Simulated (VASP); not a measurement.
A run of VASP 6.6.1 is set up as follows.

Contents of POSCAR:

```
C
1.0
    0.0000000000      1.7801060539      1.7801060539
    1.7801060539      0.0000000000      1.7801060539
    1.7801060539      1.7801060539      0.0000000000
C
2
Direct
   -0.1250000000     -0.1250000000     -0.1250000000
    0.1250000000      0.1250000000      0.1250000000
```

INCAR.step1

```
SYSTEM = C
  PREC = Accurate
  ENCUT = 520
  ISMEAR = -1
  SIGMA = 0.08
  LREAL = .False.
  LASPH = .True.
  NELM = 60
  NBANDS = 11
  GGA = PE
  ALGO = Normal
  EDIFF = 1E-4
  LWAVE = .True.
  LCHARG = .False.
```

Contents of INCAR.step2:

```
SYSTEM = C
  PREC = Accurate
  ENCUT = 520
  EDIFF = 1E-7
  ISMEAR = -1
  SIGMA = 0.08
  LREAL = .False.
  LASPH = .True.
  NELM = 60
  ALGO = Normal
  ISIF = 2
  LWAVE = .False.
  LCHARG = .False.
  METAGGA = R2SCAN
  LMIXTAU = .True.
  NBANDS = 11
  ISTART = 1
```

Contents of KPOINTS:

```
Automatic mesh
0
Gamma
  20 20 20
  0 0 0
```

Potentials or basis: VASP PAW PBE potentials, release 64 (C).

Launch:

```console
$ cat potpaw_PBE.64/C/POTCAR > POTCAR
$ cp INCAR.step1 INCAR
$ mpirun -np 1 vasp_std > vasp.out
$ cp INCAR.step2 INCAR
$ mpirun -np 1 vasp_std > vasp.out
```

Question: What does it give for the band gap on the k mesh?

Answer: 4.34 eV, indirect (least direct gap 5.85 eV).

Question: Predict the pressure.

Answer: 1.1 GPa.

Caveat: the PAW data sets were made with another functional, which shifts forces and pressure a little. r2SCAN opens gaps a little over a GGA but as a rule still falls short of measured ones.
